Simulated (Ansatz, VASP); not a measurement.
TePb in VASP and in Ansatz

```xyz
2
Lattice="0.0000 3.1463 3.0657 3.1463 0.0000 3.0657 3.1463 3.1463 0.0000" Properties=species:S:1:pos:R:3 pbc="T T T"
Te    3.1463    3.1463    3.0657
Pb    0.0000    0.0000    0.0000
```

Change from the starting cell: strain -0.025 along x and y, -0.050 along z, atoms carried along.

Alike in both runs: task single point; functional r2SCAN; k mesh 8 × 8 × 8; occupations gaussian, width 0.05 eV; no spin polarisation.

|  | VASP | Ansatz |
| --- | --- | --- |
| version | VASP 6.6.1 | Ansatz 0.2.0 |
| potentials or method | VASP PAW PBE potentials, release 64 (Te, Pb_d), cutoff 520 eV | scalar-relativistic, plane waves, PAW |
| valence electrons in the cell | 20 | 30 |

```csv
,VASP,Ansatz,Ansatz less VASP
gap on the k mesh at the Fermi level (eV),0.68,0.67,-0.005
least direct gap on the mesh (eV),0.68,0.67,-0.005
pressure (GPa),8.2,8.1,-0.02
"traceless stress, the component that is largest in VASP (GPa)",3.53,3.53,-0.006
```

VASP's potentials were made for PBE, not for r2SCAN. The functional is the same, so the differences come from potentials, cutoffs and numerics. VASP's potentials hold 20 valence electrons a cell and Ansatz's 30, so a difference there can come from the potentials and not from the codes.

Neither program's run includes spin-orbit coupling.
